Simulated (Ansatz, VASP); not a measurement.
# Two plane-wave programs on Cd3I

```
Cd I
1.0
     4.93588    0.00000    0.00000
     0.00000    4.93588    0.00000
     0.00000    0.00000    4.93588
Cd I
3 1
Direct
  0.00000 0.50000 0.50000
  0.50000 0.00000 0.50000
  0.50000 0.50000 0.00000
  0.00000 0.00000 0.00000
```

Alike in both runs: functional PBE; k mesh 10 × 10 × 10; occupations gaussian, width 0.1 eV; no spin polarisation.

Ansatz relaxed the structure, and its values are those at the end. VASP's run is a single point on that final structure, the one shown.

```csv
,VASP,Ansatz
version,VASP 6.6.1,Ansatz 0.2.0
potentials or method,"VASP PAW PBE potentials, release 64 (Cd, I), cutoff 520 eV","scalar-relativistic, plane waves, PAW"
valence electrons in the cell,43,77
```

```csv
,VASP,Ansatz,Ansatz less VASP
gap on the k mesh at the Fermi level (eV),none,none,-
pressure (GPa),0.1,0.0,-0.08
```

A gap of «none» marks a metal or a gap that the smearing closes. With one functional, cell and mesh, what is left measures potentials, basis and numerics. VASP's potentials hold 43 valence electrons a cell and Ansatz's 77, so a difference there can come from the potentials and not from the codes.

Spin-orbit coupling is off throughout.
